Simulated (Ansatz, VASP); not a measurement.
## Two plane-wave programs on MgO

```
Mg O
1.0
     0.00000    2.09700    2.09700
     2.09700    0.00000    2.09700
     2.09700    2.09700    0.00000
Mg O
1 1
Direct
  0.00000 0.00000 0.00000
  0.50000 0.50000 0.50000
```

Alike in both runs: task relaxation of cell and atoms; functional PBEsol-based screened hybrid with a share of 0.25 of exact exchange and HFSCREEN = 0.207; k mesh 6 × 6 × 6; occupations gaussian, width 0.1 eV; no spin polarisation.

```csv
,VASP,Ansatz
version,VASP 6.6.1,Ansatz 0.2.0
potentials or method,"VASP PAW PBE potentials, release 64 (Mg, O)",Ansatz PAW
plane-wave cutoff (eV),600,420
valence electrons in the cell,8,16
```

VASP gave:

| Quantity | Value |
| --- | --- |
| gap on the k mesh at the Fermi level, each at its own relaxed structure (eV) | 6.69 |
| relaxed volume (Å³/atom) | 9.07 |
| relaxed length of the cell vector where the two differ most in proportion (Å) | 2.950 |

Question: Estimate Ansatz's values.

Answer: gap on the k mesh at the Fermi level, each at its own relaxed structure (eV): 6.69; relaxed volume (Å³/atom): 9.09; relaxed length of the cell vector where the two differ most in proportion (Å): 2.952.

VASP's potentials were made for PBE, not for PBEsol-based screened hybrid. VASP's potentials hold 8 valence electrons a cell and Ansatz's 16, so a difference there can come from the potentials and not from the codes.

The k mesh is coarse, so the values compare programs but aren't converged. Noted on Ansatz's run: the plane-wave basis is chosen anew once the cell has moved, so the energies of steps on either side of that aren't comparable.
